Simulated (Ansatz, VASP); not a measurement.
**One calculation of HfC, two programs**

```
CELL_PARAMETERS angstrom
0.00000 2.49938 2.32500
2.32500 0.00000 2.32500
2.32500 2.49938 0.00000
ATOMIC_POSITIONS crystal
Hf 0.50000 0.50000 0.50000
C 0.00000 0.00000 0.00000
```

Change from the starting cell: strain +0.0750 x Voigt [0, 1, 0, 0, 0, 0], atoms carried along.

Alike in both runs: task single point; functional PBE; k mesh 18 × 18 × 18; occupations gaussian, width 0.15 eV; no spin polarisation.

```csv
,VASP,Ansatz
version,VASP 6.6.1,Ansatz 0.2.0
potentials or method,"VASP PAW PBE potentials, release 64 (Hf_pv, C), cutoff 520 eV","scalar-relativistic, plane waves, PAW"
valence electrons in the cell,14,30
```

```csv
,VASP,Ansatz,Ansatz less VASP
gap on the k mesh at the Fermi level (eV),none,none,-
pressure (GPa),-13.2,-12.5,+0.78
"traceless stress, the component that is largest in VASP (GPa)",-12.16,-12.09,+0.063
```

A gap of «none» marks a metal or a gap that the smearing closes. The functional is the same, so the differences come from potentials, cutoffs and numerics. VASP's potentials hold 14 valence electrons a cell and Ansatz's 30, so a difference there can come from the potentials and not from the codes.

Neither program's run includes spin-orbit coupling.
